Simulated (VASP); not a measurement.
Ta2N, 3 atoms in the cell. Symmetry: P-3m1, No. 164, trigonal system. The conventional cell has a = 3.049 Å, b = 3.049 Å, c = 4.770 Å, α = 90.00°, β = 90.00°, γ = 120.00°. Ta (site symmetry 3m) has 3 N at 2.14 Å within 2.8 Å. N (site symmetry -3m) has 6 Ta at 2.14 Å within 2.8 Å. 

* Program: VASP 6.6.1
* Task: single point
* Functional: PBE
* Potentials or basis: VASP PAW PBE potentials, release 64 (Ta_pv, N)
* Cutoff: 520 eV
* k mesh: 12 × 12 × 6
* Occupations: gaussian, width 0.05 eV
* Spin: no spin polarisation
* Dipole correction: no
* Further INCAR settings: ALGO = Normal; EDIFF = 1e-06; NBANDS = 20

Potentials or basis: VASP PAW PBE potentials, release 64 (Ta_pv, N).

Command:

```sh
$ cat potpaw_PBE.64/Ta_pv/POTCAR potpaw_PBE.64/N/POTCAR > POTCAR
$ mpirun -np 1 vasp_std > vasp.out
```

Hardware: 1 thread of Intel(R) Xeon(R) Platinum 8259CL CPU @ 2.50GHz (Skylake/Cascade Lake) (shared host).

How long does it take, and how much memory?

Wall time 46 s on 1 thread of Intel(R) Xeon(R) Platinum 8259CL CPU @ 2.50GHz (Skylake/Cascade Lake), on a shared host, peak memory 0.21 GiB. Counts: scf iterations 13, k points 100.
